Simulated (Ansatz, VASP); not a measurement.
**One calculation of LiCl, two programs**

```
Li Cl
1.0
     4.09903    0.00000    0.00000
    -2.04951    3.54986    0.00000
     0.00000    0.00000    5.30495
Li Cl
2 2
Cartesian
  0.0000 2.3666 1.3262
  2.0495 1.1833 3.9787
  2.0495 1.1833 1.3262
  0.0000 2.3666 3.9787
```

Change from the starting cell: epitaxial_xy strain -1.5%.

Alike in both runs: task single point; functional PBE; k mesh 12 × 12 × 6; occupations fermi-dirac, width 0.02 eV; no spin polarisation.

|  | VASP | Ansatz |
| --- | --- | --- |
| version | VASP 6.6.1 | Ansatz 0.2.0 |
| potentials or method | VASP PAW PBE potentials, release 64 (Li_sv, Cl) | plane waves, PAW |
| plane-wave cutoff (eV) | 520 | 420 |
| valence electrons in the cell | 20 | 20 |

```tsv
	VASP	Ansatz	Ansatz less VASP
gap on the k mesh at the Fermi level (eV)	5.68	5.67	-0.007
```

Noted on VASP's run: the cutoff is under 1.25 times that of the potentials, so the pressure is a little rough.
